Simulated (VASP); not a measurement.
Set up this calculation in VASP 6.6.1, as the native input.

```
Task                   : single point
Functional             : r2SCAN
Potentials or basis    : VASP PAW PBE potentials, release 64 (Si, C)
Cutoff                 : 520 eV
k mesh                 : 10 × 10 × 10
Occupations            : gaussian, width 0.05 eV
Spin                   : no spin polarisation
Dipole correction      : no
Further INCAR settings : ALGO = Normal; EDIFF = 1e-07; NBANDS = 11
```

SiC:

```
Si C
1.0
     0.00000    2.23260    2.12369
     2.23260    0.00000    2.12369
     2.23260    2.23260    0.00000
Si C
1 1
Cartesian
  0.0000 0.0000 0.0000
  3.3489 3.3489 3.1855
```

This cell differs from its parent crystal: strain +0.025 along x and y, -0.025 along z.

The input as run:

POSCAR

```
SiC
1.0
    0.0000000000      2.2325986101      2.1236913609
    2.2325986101      0.0000000000      2.1236913609
    2.2325986101      2.2325986101      0.0000000000
Si C
1 1
Direct
    0.0000000000      0.0000000000      0.0000000000
    0.7500000000      0.7500000000      0.7500000000
```

INCAR.step1

```
  PREC = Accurate
  ENCUT = 520
  ISMEAR = 0
  SIGMA = 0.05
  LREAL = F
  LASPH = T
  NELM = 80
  NBANDS = 11
  GGA = PE
  ALGO = Normal
  EDIFF = 1E-4
  LWAVE = T
  LCHARG = F
```

INCAR.step2

```
  PREC = Accurate
  ENCUT = 520
  EDIFF = 1E-7
  ISMEAR = 0
  SIGMA = 0.05
  LREAL = F
  LASPH = T
  NELM = 80
  ALGO = Normal
  ISIF = 2
  LWAVE = F
  LCHARG = F
  METAGGA = R2SCAN
  LMIXTAU = T
  NBANDS = 11
  ISTART = 1
```

KPOINTS

```
regular mesh
0
Gamma
  10 10 10
```

Potentials or basis: VASP PAW PBE potentials, release 64 (Si, C).

The run is started by

```bash
$ cat potpaw_PBE.64/Si/POTCAR potpaw_PBE.64/C/POTCAR > POTCAR
$ cp INCAR.step1 INCAR
$ mpirun -np 1 vasp_std > vasp.out
$ cp INCAR.step2 INCAR
$ mpirun -np 1 vasp_std > vasp.out
```

Results of the run:

```yaml
Pressure: -5.5 GPa
Band_gap_on_the_k_mesh: 1.23 eV, indirect (least direct gap 4.97 eV)
```

Caveat: the cell differs from its parent crystal (strain +0.025 along x and y, -0.025 along z); the PAW data sets were made with another functional, which shifts forces and pressure a little.

Wall time 78 s on 1 thread of Intel(R) Xeon(R) Platinum 8488C (Sapphire Rapids), on a shared host, peak memory 0.15 GiB.
